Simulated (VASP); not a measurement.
Crystal: MnO.

```xyz
2
Lattice="2.6724 0.0000 0.0000 0.0000 2.6724 0.0000 0.0000 0.0000 2.6724" Properties=species:S:1:pos:R:3 pbc="T T T"
Mn    0.0000    0.0000    0.0000
O     1.3362    1.3362    1.3362
```

Base run:

* Program: VASP 6.6.1
* Functional: PBE
* Potentials or basis: VASP PAW PBE potentials, release 64 (Mn_pv, O)
* Cutoff: 520 eV
* k mesh: 10 × 10 × 10
* Occupations: fermi-dirac, width 0.05 eV
* Spin: collinear spin, ferromagnetic start
* Starting moments: [4.0, 0.0] μB

Its results: pressure 5.9 GPa.

Question: After a change of settings the same cell gave: pressure -28.1 GPa. Which change was it?
A. moments at the start from [4.0, 0.0] to [-4.2, 0.0]
B. further incar settings from ALGO = Normal; EDIFF = 1e-06; NBANDS = 20 to ALGO = Normal; EDIFF = 1e-07; NBANDS = 20
C. spin from collinear spin, ferromagnetic start to no spin polarisation; further incar settings from ALGO = Normal; EDIFF = 1e-06; NBANDS = 20 to ALGO = Normal; EDIFF = 1e-06; NBANDS = 16
D. moments at the start from [4.0, 0.0] to [5.5, 0.0]

Answer: C.

Caveats: a cell with one magnetic atom can't hold antiferromagnetic order, which such compounds often take (some runs); an odd number of electrons without spin polarisation forces a metal (some runs); a magnetic or distorted state may lie lower (some runs).
